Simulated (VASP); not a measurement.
# SrTiO3 (Pm-3m) in VASP: single point with PBE

Aim: the single point of SrTiO3 with PBE.

All numbers are computed with VASP 6.6.1; they aren't measurements. Logs are shortened: lines on timing, memory, paths and dates and some standing lists are left out, and cuts for length are marked.

### Step 1. The cell of the first run

It takes space group Pm-3m (No. 221, cubic). The conventional cell has a = 3.898 Å, b = 3.898 Å, c = 3.898 Å, α = 90.00°, β = 90.00°, γ = 90.00°. Sr (site symmetry m-3m) has 12 O at 2.76 Å and 8 Ti at 3.38 Å within 3.6 Å. Within 2.6 Å of Ti (site symmetry m-3m) lie 6 O at 1.95 Å. O (site symmetry 4/mmm) has 2 Ti at 1.95 Å within 2.6 Å. Within 2.6 Å of O (site symmetry 4/mmm) lie 2 Ti at 1.95 Å.

### Step 2. Single point, PBE

INCAR reads:

```
SYSTEM = SrTiO3
PREC = Accurate
ENCUT = 520
EDIFF = 1E-6
ISMEAR = -1
SIGMA = 0.0541
LREAL = .FALSE.
LASPH = .TRUE.
NELM = 60
ALGO = Normal
ISIF = 2
LWAVE = .FALSE.
LCHARG = .TRUE.
GGA = PE
LELF = .TRUE.
LVHAR = .TRUE.
NBANDS = 51
```

KPOINTS reads:

```
regular mesh
0
G
  5 5 7
  0 0 0
```

POSCAR reads:

```
SrTiO3
1.0
   -3.8980047400     -3.8980047400      0.0000000000
   -3.8980047400      3.8980047400      0.0000000000
    0.0000000000      0.0000000000     -3.8980047400
Sr Ti O
2 2 6
Direct
    0.0000000000      0.0000000000      0.0000000000
    0.5000000000      0.5000000000      0.0000000000
    0.0000000000      0.5000000000      0.5000000000
    0.5000000000      0.0000000000      0.5000000000
    0.7500000000      0.2500000000      0.5000000000
    0.2500000000      0.7500000000      0.5000000000
    0.7500000000      0.7500000000      0.5000000000
    0.2500000000      0.2500000000      0.5000000000
    0.0000000000      0.5000000000      0.0000000000
    0.5000000000      0.0000000000      0.0000000000
```

Potentials or basis: VASP PAW PBE potentials, release 64 (Sr_sv, Ti_sv, O).

Command:

```console
$ cat potpaw_PBE.64/Sr_sv/POTCAR potpaw_PBE.64/Ti_sv/POTCAR potpaw_PBE.64/O/POTCAR > POTCAR
$ mpirun -np 1 vasp_std > vasp.out
```

OUTCAR:

```text
SYSTEM = SrTiO3
   PREC = Accurate
   ENCUT = 520
   EDIFF = 1E-6
   ISMEAR = -1
   LREAL = .FALSE.
   LASPH = .TRUE.
   NELM = 60
   ISIF = 2
   GGA = PE

 ion  position               nearest neighbor table
   1  0.000  0.000  0.000-   5 2.76   6 2.76   7 2.76   8 2.76   9 2.76  10 2.76   5 2.76   6 2.76
                             7 2.76   8 2.76   9 2.76  10 2.76   3 3.38   4 3.38   3 3.38   3 3.38
   2  0.500  0.500  0.000-   5 2.76   6 2.76   7 2.76   8 2.76   9 2.76  10 2.76   5 2.76   6 2.76
                             7 2.76   8 2.76  10 2.76   9 2.76   3 3.38   4 3.38   4 3.38   3 3.38
   3  0.000  0.500  0.500-   5 1.95   6 1.95   7 1.95   8 1.95   9 1.95   9 1.95   1 3.38   1 3.38
                             2 3.38   2 3.38   1 3.38   1 3.38   2 3.38   2 3.38
   4  0.500  0.000  0.500-   5 1.95   6 1.95   7 1.95   8 1.95  10 1.95  10 1.95   1 3.38   1 3.38
                             2 3.38   2 3.38   2 3.38   2 3.38   1 3.38   1 3.38
   5  0.750  0.250  0.500-   3 1.95   4 1.95   1 2.76   2 2.76   1 2.76   2 2.76
   6  0.250  0.750  0.500-   3 1.95   4 1.95   1 2.76   2 2.76   1 2.76   2 2.76
   7  0.750  0.750  0.500-   3 1.95   4 1.95   1 2.76   2 2.76   1 2.76   2 2.76
   8  0.250  0.250  0.500-   3 1.95   4 1.95   1 2.76   2 2.76   1 2.76   2 2.76
   9  0.000  0.500  0.000-   3 1.95   3 1.95   1 2.76   2 2.76   1 2.76   2 2.76
  10  0.500  0.000  0.000-   4 1.95   4 1.95   1 2.76   2 2.76   2 2.76   1 2.76

  LATTYP: Found a simple tetragonal cell.
 ALAT       =     5.5126111695
 C/A-ratio  =     0.7071067812

  Lattice vectors:

 A1 = (  -3.8980047400,  -3.8980047400,   0.0000000000)
 A2 = (  -3.8980047400,   3.8980047400,   0.0000000000)
 A3 = (   0.0000000000,   0.0000000000,  -3.8980047400)

Analysis of symmetry for initial positions (statically):
=====================================================================
 Subroutine PRICEL returns following result:

  LATTYP: Found a simple cubic cell.
 ALAT       =     3.8980047400

  Lattice vectors:

 A1 = (   0.0000000000,  -3.8980047400,   0.0000000000)
 A2 = (  -3.8980047400,   0.0000000000,   0.0000000000)
 A3 = (   0.0000000000,   0.0000000000,  -3.8980047400)

   2 primitive cells build up your supercell.

 Routine SETGRP: Setting up the symmetry group for a
 simple tetragonal supercell.

 Subroutine GETGRP returns: Found 16 space group operations
 (whereof 16 operations were pure point group operations)
 out of a pool of 16 trial point group operations.

The static configuration has the point symmetry D_4h.

Analysis of symmetry for dynamics (positions and initial velocities):
=====================================================================
 Subroutine PRICEL returns following result:

  LATTYP: Found a simple cubic cell.
 ALAT       =     3.8980047400

  Lattice vectors:

 A1 = (   0.0000000000,  -3.8980047400,   0.0000000000)
 A2 = (  -3.8980047400,   0.0000000000,   0.0000000000)
 A3 = (   0.0000000000,   0.0000000000,  -3.8980047400)

   2 primitive cells build up your supercell.

 Routine SETGRP: Setting up the symmetry group for a
 simple tetragonal supercell.

 Subroutine GETGRP returns: Found 16 space group operations
 (whereof 16 operations were pure point group operations)
 out of a pool of 16 trial point group operations.

The dynamic configuration has the point symmetry D_4h.

 Subroutine INISYM returns: Found 16 space group operations
 (whereof 16 operations are pure point group operations),
 and found     2 'primitive' translations

----------------------------------------------------------------------------------------

                                     Primitive cell

  volume of cell :      59.2280

  direct lattice vectors                    reciprocal lattice vectors
     0.000000000 -3.898004740  0.000000000     0.000000000 -0.256541504  0.000000000
    -3.898004740  0.000000000  0.000000000    -0.256541504  0.000000000  0.000000000
     0.000000000  0.000000000 -3.898004740     0.000000000  0.000000000 -0.256541504

  length of vectors
     3.898004740  3.898004740  3.898004740     0.256541504  0.256541504  0.256541504

  position of ions in fractional coordinates (direct lattice)
     0.000000000  0.000000000  0.000000000
     0.500000000  0.500000000  0.500000000
     0.500000000  0.000000000  0.500000000
     0.000000000  0.500000000  0.500000000
     0.500000000  0.500000000  0.000000000

  ion indices of the primitive-cell ions
   primitive index   ion index
                 1           1
                 2           3
                 3           5
                 4           7
                 5           9

----------------------------------------------------------------------------------------

 KPOINTS: regular mesh

Automatic generation of k-mesh.
 Grid dimensions read from file:
 generate k-points for:    5    5    7

 Generating k-lattice:

  Cartesian coordinates                     Fractional coordinates (reciprocal lattice)
    -0.025654150 -0.025654150  0.000000000     0.200000000  0.000000000  0.000000000
    -0.025654150  0.025654150  0.000000000     0.000000000  0.200000000  0.000000000
     0.000000000  0.000000000 -0.036648786     0.000000000  0.000000000  0.142857143

  Length of vectors
     0.036280447  0.036280447  0.036648786

  Shift w.r.t. Gamma in fractional coordinates (k-lattice)
     0.000000000  0.000000000  0.000000000

 Subroutine IBZKPT returns following result:
 ===========================================

 Found     24 irreducible k-points:

 Following reciprocal coordinates:
            Coordinates               Weight
  0.000000  0.000000  0.000000      1.000000
  0.200000  0.000000  0.000000      4.000000
  0.400000  0.000000  0.000000      4.000000
  0.200000  0.200000  0.000000      4.000000
  0.400000  0.200000  0.000000      8.000000
  0.400000  0.400000  0.000000      4.000000
[... 16 lines left out ...]
  0.400000  0.200000  0.428571     16.000000
  0.400000  0.400000  0.428571      8.000000
   k-points           NKPTS =     24   k-points in BZ     NKDIM =     24   number of bands    NBANDS=     51
   number of dos      NEDOS =    301   number of ions     NIONS =     10
   total plane-waves  NPLWV =  52920
   dimension x,y,z NGX =    42 NGY =   42 NGZ =   30
   dimension x,y,z NGXF=    84 NGYF=   84 NGZF=   60
   ions per type =               2   2   6
   NGX,Y,Z   is equivalent  to a cutoff of  12.67, 12.67, 12.79 a.u.
   NGXF,Y,Z  is equivalent  to a cutoff of  25.33, 25.33, 25.59 a.u.
 SYSTEM =  SrTiO3
   PREC   = accura    normal or accurate (medium, high low for compatibility)
   ISTART =      0    job   : 0-new  1-cont  2-samecut
   ICHARG =      2    charge: 1-file 2-atom 10-const
   ISPIN  =      1    spin polarized calculation?
   LNONCOLLINEAR =      F non collinear calculations
   LSORBIT =      F    spin-orbit coupling
   LASPH  =      T    aspherical Exc in radial PAW
   ENCUT  =  520.0 eV  38.22 Ry    6.18 a.u.  10.25 10.25  7.25*2*pi/ulx,y,z
   NELM   =     60;   NELMIN=  2; NELMDL= -5     # of ELM steps
   EDIFF  = 0.1E-05   stopping-criterion for ELM
   LREAL  =      F    real-space projection
   EDIFFG = 0.1E-04   stopping-criterion for IOM
   NSW    =      0    number of steps for IOM
   IBRION =     -1    ionic relax: 0-MD 1-quasi-New 2-CG
   NFREE  =      0    steps in history (QN), initial steepest desc. (CG)
   ISIF   =      2    stress and relaxation
   ISYM   =      2    0-nonsym 1-usesym 2-fastsym
   POTIM  = 0.5000    time-step for ionic-motion
   TEBEG  =    0.0;   TEEND  =   0.0 temperature during run
   PSTRESS=    0.0 pullay stress
   NELECT =      80.0000    total number of electrons
   NUPDOWN=      -1.0000    fix difference up-down
   EMIN   =  10.00;   EMAX   =-10.00  energy-range for DOS
   EFERMI =   0.00;   METHOD = LEGACY
   ISMEAR =    -1;   SIGMA  =   0.05  broadening in eV -4-tet -1-fermi 0-gaus
   EFERMI_NEDOS =   21; number of points for ismear=-14 and -15
   IALGO  =     38    algorithm
   IMIX   =      4    mixing-type and parameters
     AMIX     =   0.40;   BMIX     =  1.00
     AMIX_MAG =   1.60;   BMIX_MAG =  1.00
  volume/ion in A,a.u.               =      11.85        79.94
  Fermi-wavevector in a.u.,A,eV,Ry     =   1.436324  2.714259 28.069188  2.063027
  Thomas-Fermi vector in A             =   2.555525
   LORBIT       =      0    0 simple, 1 ext, 2 COOP (PROOUT), +10 PAW based schemes
   GGA     = PE    functional components
   LHFCALC =     F    Hartree Fock is set to
   AEXX    =    0.0000 exact exchange contribution
   IVDW    =     0    specifies the selected vdW correction
   LEPSILON=     F    determine dielectric tensor
   LRPA    =     F    only Hartree local field effects (RPA)
 non-spin polarized calculation
  energy-cutoff  :      520.00
  volume of cell :      118.46
 maximum number of plane-waves:      3207
 NGX is ok and might be reduce to    42
   NGX = 21   NGY = 21   NGZ = 15

 number of electron      79.9999993 magnetization

 Free energy of the ion-electron system (eV)
  ---------------------------------------------------
  ext. energy  EPLUGINS =         0.00000000
  ---------------------------------------------------
  free energy    TOTEN  =       -80.13053615 eV

  energy without entropy =      -80.13053615  energy(sigma->0) =      -80.13053615

 E-fermi :   5.1548     XC(G=0): -11.2993

 val. band max:        4.2046063577   @ k =   0.0000   0.0000   0.4286
 cond. band min:       6.0757636652   @ k =   0.0000   0.0000   0.0000
 fundamental gap:      1.8711573075
 Fermi energy:         5.1548185346

 k-point     1 :       0.0000    0.0000    0.0000
  band No.  band energies     occupation
      1     -52.2323      2.00000
      2     -52.2292      2.00000
      3     -28.5638      2.00000
      4     -28.5532      2.00000
      5     -28.5532      2.00000
      6     -28.5199      2.00000
[... 43 lines left out ...]
     50       9.6180      0.00000
     51       9.6180      0.00000
[... 1240 lines left out ...]
     50      12.1907      0.00000
     51      12.4694      0.00000

------------------------ aborting loop because EDIFF is reached ----------------------------------------

  FORCE on cell =-STRESS in cart. coord.  units (eV):
  Direction    XX          YY          ZZ          XY          YZ          ZX
  --------------------------------------------------------------------------------------
  -------------------------------------------------------------------------------------
  Total        4.4479579      4.4479579      4.4474110      0.0000000     -0.0000000     -0.0000000
  in kB       60.1608784     60.1608784     60.1534810      0.0000000     -0.0000000     -0.0000000
  external PRESSURE =      60.1584126 kB  Pullay stress =       0.0000000 kB

 VOLUME and BASIS-vectors are now :
 -----------------------------------------------------------------------------
  energy-cutoff  :      520.00
  volume of cell :      118.46
      direct lattice vectors                 reciprocal lattice vectors
    -3.898004740 -3.898004740  0.000000000    -0.128270752 -0.128270752  0.000000000
    -3.898004740  3.898004740  0.000000000    -0.128270752  0.128270752  0.000000000
     0.000000000  0.000000000 -3.898004740     0.000000000  0.000000000 -0.256541504

 POSITION                                       TOTAL-FORCE (eV/Angst)
 -----------------------------------------------------------------------------------
      0.00000      0.00000      0.00000         0.000000     -0.000000     -0.000000
     -3.89800      0.00000      0.00000         0.000000     -0.000000     -0.000000
     -1.94900      1.94900     -1.94900         0.000000      0.000000     -0.000000
     -1.94900     -1.94900     -1.94900         0.000000     -0.000000     -0.000000
     -3.89800     -1.94900     -1.94900         0.000000     -0.000000     -0.000000
     -3.89800      1.94900     -1.94900        -0.000000     -0.000000      0.000000
     -5.84701      0.00000     -1.94900         0.000000      0.000000      0.000000
     -1.94900      0.00000     -1.94900         0.000000     -0.000000     -0.000000
     -1.94900      1.94900      0.00000         0.000000     -0.000000      0.000000
     -1.94900     -1.94900      0.00000         0.000000     -0.000000     -0.000000
 -----------------------------------------------------------------------------------
    total drift:                               -0.000000      0.000000      0.000000

  FREE ENERGIE OF THE ION-ELECTRON SYSTEM (eV)
  ---------------------------------------------------
  free  energy   TOTEN  =       -80.1305361534 eV

  energy  without entropy=      -80.1305361473  energy(sigma->0) =      -80.13053615
```

It took 3.4 min on 1 thread of Intel Xeon 6975P-C (Granite Rapids), shared host; peak memory 0.28 GiB.

Results:

- Free energy: -80.1305 eV
- Pressure: 6.0 GPa
- Band gap on the k mesh: 1.87 eV

Caveat: the cell stands under pressure; an odd mesh through Γ misses points on the zone boundary, where band edges can lie. A hybrid or GW would open this gap; PBE tends to underestimate it.
